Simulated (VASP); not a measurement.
Write the native input for VASP 6.6.1 that does the following.

```yaml
Task: single point
Functional: r2SCAN
Potentials_or_basis: VASP PAW PBE potentials, release 64 (Hf_pv)
Cutoff: 520 eV
k_mesh: 18 × 18 × 18
Occupations: gaussian, width 0.15 eV
Spin: no spin polarisation
Dipole_correction: no
Further_INCAR_settings: ALGO = Normal; EDIFF = 1e-07; NBANDS = 11
```

Crystal: Hf.

```
Hf
1.0
     0.00000    2.22000    2.31990
     2.22000    0.00000    2.31990
     2.22000    2.22000    0.00000
Hf
1
Cartesian
  0.0000 0.0000 0.0000
```

This cell differs from its parent crystal: strain +0.0450 x Voigt [0, 0, 1, 0, 0, 0].

The input as run:

POSCAR

```
Hf
1.0
    0.0000000000      2.2200000000      2.3199000000
    2.2200000000      0.0000000000      2.3199000000
    2.2200000000      2.2200000000      0.0000000000
Hf
1
Direct
    0.0000000000      0.0000000000      0.0000000000
```

INCAR.step1

```
SYSTEM = Hf
  PREC = Accurate
  ENCUT = 520
  ISMEAR = 0
  SIGMA = 0.15
  LREAL = .False.
  LASPH = .True.
  NELM = 100
  NBANDS = 11
  GGA = PE
  ALGO = Normal
  EDIFF = 1E-4
  LWAVE = .True.
  LCHARG = .False.
```

INCAR.step2

```
SYSTEM = Hf
  PREC = Accurate
  ENCUT = 520
  EDIFF = 1E-7
  ISMEAR = 0
  SIGMA = 0.15
  LREAL = .False.
  LASPH = .True.
  NELM = 100
  ALGO = Normal
  ISIF = 2
  LWAVE = .False.
  LCHARG = .True.
  METAGGA = R2SCAN
  LMIXTAU = .True.
  LELF = .True.
  LVHAR = .True.
  NBANDS = 11
  ISTART = 1
```

KPOINTS

```
regular mesh
0
Gamma
  18 18 18
  0 0 0
```

Potentials or basis: VASP PAW PBE potentials, release 64 (Hf_pv).

Run with:

```sh
$ cat potpaw_PBE.64/Hf_pv/POTCAR > POTCAR
$ cp INCAR.step1 INCAR
$ mpirun -np 1 vasp_std > vasp.out
$ cp INCAR.step2 INCAR
$ mpirun -np 1 vasp_std > vasp.out
```

It gave:

The pressure is -2.4 GPa and the band gap on the k mesh is zero (bands 5 and 6 overlap by 2.04 eV).

Caveat: the cell differs from its parent crystal (strain +0.0450 x Voigt [0, 0, 1, 0, 0, 0]); the PAW data sets were made with another functional, which shifts forces and pressure a little; spin-orbit coupling is left out, which moves the levels of the heavy elements.

It took 6.7 min on 1 thread of AMD EPYC 7R13 Processor (Zen 3) (shared host), peak memory 0.21 GiB.
